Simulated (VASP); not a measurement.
# Bi (P6_3/mmc) in VASP: single point with PBE

Aim: the single point of Bi with PBE.

All numbers are computed with VASP 6.6.1; they aren't measurements. Logs are shortened: lines on timing, memory, paths and dates and some standing lists are left out, and cuts for length are marked.

## Step 1: The cell of the first run

It takes space group P6_3/mmc (No. 194, hexagonal). The conventional cell has a = 3.499 Å, b = 3.499 Å, c = 6.050 Å, α = 90.00°, β = 90.00°, γ = 120.00°. Within 4.6 Å of Bi (site symmetry -6m2) lie 12 Bi at 3.50 to 3.64 Å.

## Step 2: Single point, PBE

INCAR reads:

```
PREC = Accurate ; ENCUT = 520
EDIFF = 1E-6 ; ISMEAR = -1
SIGMA = 0.05 ; LREAL = False
LASPH = True ; NELM = 60
ALGO = Normal ; ISIF = 2
LWAVE = False ; LCHARG = False
GGA = PE ; NBANDS = 22
```

KPOINTS reads:

```
regular mesh
0
Gamma
  12 12 7
```

POSCAR reads:

```
Bi
1.0
    3.4986055848      0.0000000000      0.0000000000
   -1.7493027924      3.0298813142      0.0000000000
    0.0000000000      0.0000000000      6.0497755712
Bi
2
Direct
    0.3333333333      0.6666666667      0.2500000000
    0.6666666667      0.3333333333      0.7500000000
```

Potentials or basis: VASP PAW PBE potentials, release 64 (Bi_d).

On the command line:

```sh
> cat potpaw_PBE.64/Bi_d/POTCAR > POTCAR
> mpirun -np 1 vasp_std > vasp.out
```

OUTCAR:

```text
PREC = Accurate
   ENCUT = 520
   EDIFF = 1E-6
   ISMEAR = -1
   LREAL = False
   LASPH = True
   NELM = 60
   ISIF = 2
   GGA = PE

 ion  position               nearest neighbor table
   1  0.333  0.667  0.250-   2 3.64   2 3.64   2 3.64   2 3.64   2 3.64   2 3.64
   2  0.667  0.333  0.750-   1 3.64   1 3.64   1 3.64   1 3.64   1 3.64   1 3.64

  LATTYP: Found a hexagonal cell.
 ALAT       =     3.4986055848
 C/A-ratio  =     1.7291962253

  Lattice vectors:

 A1 = (   3.4986055848,   0.0000000000,   0.0000000000)
 A2 = (  -1.7493027924,   3.0298813142,   0.0000000000)
 A3 = (   0.0000000000,   0.0000000000,   6.0497755712)

Analysis of symmetry for initial positions (statically):
=====================================================================
 Subroutine PRICEL returns:
 Original cell was already a primitive cell.

 Routine SETGRP: Setting up the symmetry group for a
 hexagonal supercell.

 Subroutine GETGRP returns: Found 24 space group operations
 (whereof 12 operations were pure point group operations)
 out of a pool of 24 trial point group operations.

The static configuration has the point symmetry D_3d.
 The point group associated with its full space group is D_6h.

Analysis of symmetry for dynamics (positions and initial velocities):
=====================================================================
 Subroutine PRICEL returns:
 Original cell was already a primitive cell.

 Routine SETGRP: Setting up the symmetry group for a
 hexagonal supercell.

 Subroutine GETGRP returns: Found 24 space group operations
 (whereof 12 operations were pure point group operations)
 out of a pool of 24 trial point group operations.

The dynamic configuration has the point symmetry D_3d.
 The point group associated with its full space group is D_6h.

 Subroutine INISYM returns: Found 24 space group operations
 (whereof 12 operations are pure point group operations),
 and found     1 'primitive' translations

----------------------------------------------------------------------------------------

                                     Primitive cell

  volume of cell :      64.1298

  direct lattice vectors                    reciprocal lattice vectors
     3.498605585  0.000000000  0.000000000     0.285828161  0.165022966  0.000000000
    -1.749302792  3.029881314  0.000000000     0.000000000  0.330045931  0.000000000
[... 79 lines left out ...]
   ISPIN  =      1    spin polarized calculation?
   LNONCOLLINEAR =      F non collinear calculations
   LSORBIT =      F    spin-orbit coupling
   LASPH  =      T    aspherical Exc in radial PAW
   ENCUT  =  520.0 eV  38.22 Ry    6.18 a.u.   6.51  6.51 11.25*2*pi/ulx,y,z
   NELM   =     60;   NELMIN=  2; NELMDL= -5     # of ELM steps
   EDIFF  = 0.1E-05   stopping-criterion for ELM
   LREAL  =      F    real-space projection
   EDIFFG = 0.1E-04   stopping-criterion for IOM
   NSW    =      0    number of steps for IOM
   IBRION =     -1    ionic relax: 0-MD 1-quasi-New 2-CG
   NFREE  =      0    steps in history (QN), initial steepest desc. (CG)
   ISIF   =      2    stress and relaxation
   ISYM   =      2    0-nonsym 1-usesym 2-fastsym
   POTIM  = 0.5000    time-step for ionic-motion
   TEBEG  =    0.0;   TEEND  =   0.0 temperature during run
   PSTRESS=    0.0 pullay stress
   NELECT =      30.0000    total number of electrons
   NUPDOWN=      -1.0000    fix difference up-down
   EMIN   =  10.00;   EMAX   =-10.00  energy-range for DOS
   EFERMI =   0.00;   METHOD = LEGACY
   ISMEAR =    -1;   SIGMA  =   0.05  broadening in eV -4-tet -1-fermi 0-gaus
   EFERMI_NEDOS =   21; number of points for ismear=-14 and -15
   IALGO  =     38    algorithm
   IMIX   =      4    mixing-type and parameters
     AMIX     =   0.40;   BMIX     =  1.00
     AMIX_MAG =   1.60;   BMIX_MAG =  1.00
  volume/ion in A,a.u.               =      32.06       216.38
  Fermi-wavevector in a.u.,A,eV,Ry     =   1.270853  2.401564 21.974323  1.615067
  Thomas-Fermi vector in A             =   2.403818
   LORBIT       =      0    0 simple, 1 ext, 2 COOP (PROOUT), +10 PAW based schemes
   GGA     = PE    functional components
   LHFCALC =     F    Hartree Fock is set to
   AEXX    =    0.0000 exact exchange contribution
   IVDW    =     0    specifies the selected vdW correction
   LEPSILON=     F    determine dielectric tensor
   LRPA    =     F    only Hartree local field effects (RPA)
 non-spin polarized calculation
  energy-cutoff  :      520.00
  volume of cell :       64.13
 maximum number of plane-waves:      1762
 NGX is ok and might be reduce to    28
   NGX = 13   NGY = 13   NGZ = 23

 number of electron      30.0000003 magnetization

 Free energy of the ion-electron system (eV)
  ---------------------------------------------------
  ext. energy  EPLUGINS =         0.00000000
  ---------------------------------------------------
  free energy    TOTEN  =        -7.49812051 eV

  energy without entropy =       -7.48832662  energy(sigma->0) =       -7.49322356

 E-fermi :   7.6410     XC(G=0): -10.1497

 val. band max:        7.6023347386   @ k =   0.3333   0.0833   0.4286
 cond. band min:       7.6420159595   @ k =   0.2500   0.2500   0.2857
 fundamental gap:      0.0396812209
 Fermi energy:         7.6409690409

 k-point     1 :       0.0000    0.0000    0.0000
  band No.  band energies     occupation
      1     -15.4650      2.00000
      2     -15.4460      2.00000
      3     -15.4450      2.00000
      4     -15.4450      2.00000
      5     -15.4389      2.00000
      6     -15.4389      2.00000
[... 589 lines left out ...]
     21      15.7673      0.00000
     22      16.9568      0.00000

 [... further k-points ...]

------------------------ aborting loop because EDIFF is reached ----------------------------------------

  FORCE on cell =-STRESS in cart. coord.  units (eV):
  Direction    XX          YY          ZZ          XY          YZ          ZX
  --------------------------------------------------------------------------------------
  -------------------------------------------------------------------------------------
  Total       -0.2586882     -0.2586882     -0.2603642      0.0000000      0.0000000      0.0000000
  in kB       -6.4628990     -6.4628990     -6.5047718      0.0000000      0.0000000      0.0000000
  external PRESSURE =      -6.4768566 kB  Pullay stress =       0.0000000 kB

 VOLUME and BASIS-vectors are now :
 -----------------------------------------------------------------------------
  energy-cutoff  :      520.00
  volume of cell :       64.13
      direct lattice vectors                 reciprocal lattice vectors
     3.498605585  0.000000000  0.000000000     0.285828161  0.165022966  0.000000000
    -1.749302792  3.029881314  0.000000000     0.000000000  0.330045931  0.000000000
     0.000000000  0.000000000  6.049775571     0.000000000  0.000000000  0.165295388

 POSITION                                       TOTAL-FORCE (eV/Angst)
 -----------------------------------------------------------------------------------
     -0.00000      2.01992      1.51244         0.000000     -0.000000      0.000000
      1.74930      1.00996      4.53733        -0.000000      0.000000      0.000000
 -----------------------------------------------------------------------------------
    total drift:                               -0.000000      0.000000     -0.000000

  FREE ENERGIE OF THE ION-ELECTRON SYSTEM (eV)
  ---------------------------------------------------
  free  energy   TOTEN  =        -7.4981205081 eV

  energy  without entropy=       -7.4883266203  energy(sigma->0) =       -7.49322356
```

OSZICAR:

```text
N       E                     dE             d eps       ncg     rms          rms(c)
DAV:   1     0.305102806683E+03    0.30510E+03   -0.16366E+04  3364   0.170E+03
DAV:   2     0.176496267864E+02   -0.28745E+03   -0.28021E+03  3410   0.441E+02
DAV:   3    -0.665746664665E+01   -0.24307E+02   -0.23993E+02  4058   0.140E+02
DAV:   4    -0.747003624731E+01   -0.81257E+00   -0.81217E+00  4140   0.279E+01
DAV:   5    -0.750500566487E+01   -0.34969E-01   -0.34968E-01  4736   0.525E+00    0.626E-01
DAV:   6    -0.749841322758E+01    0.65924E-02   -0.22593E-02  4164   0.165E+00    0.385E-01
DAV:   7    -0.749795918753E+01    0.45404E-03   -0.12314E-02  4038   0.121E+00    0.121E-01
DAV:   8    -0.749811304936E+01   -0.15386E-03   -0.95005E-04  4004   0.384E-01    0.130E-02
DAV:   9    -0.749812200085E+01   -0.89515E-05   -0.27179E-05  4992   0.444E-02    0.598E-03
DAV:  10    -0.749812035645E+01    0.16444E-05   -0.10908E-06  2668   0.106E-02    0.550E-04
DAV:  11    -0.749812050812E+01   -0.15167E-06   -0.31418E-07  2212   0.815E-03
   1 F= -.74981205E+01 E0= -.74932236E+01  d E =-.979389E-02
```

Wall time 52 s (1 thread of Intel Xeon 6975P-C, shared host); peak memory 0.23 GiB.

Results:

| Property | Result |
| --- | --- |
| Free energy | -7.4981 eV |
| Pressure | -0.6 GPa |
| Band gap on the k mesh | zero (band 15 reaches 11.89 eV, above the bottom of band 16 at 5.16 eV) |

Caveat: spin-orbit coupling is left out, which moves the levels of the heavy elements.
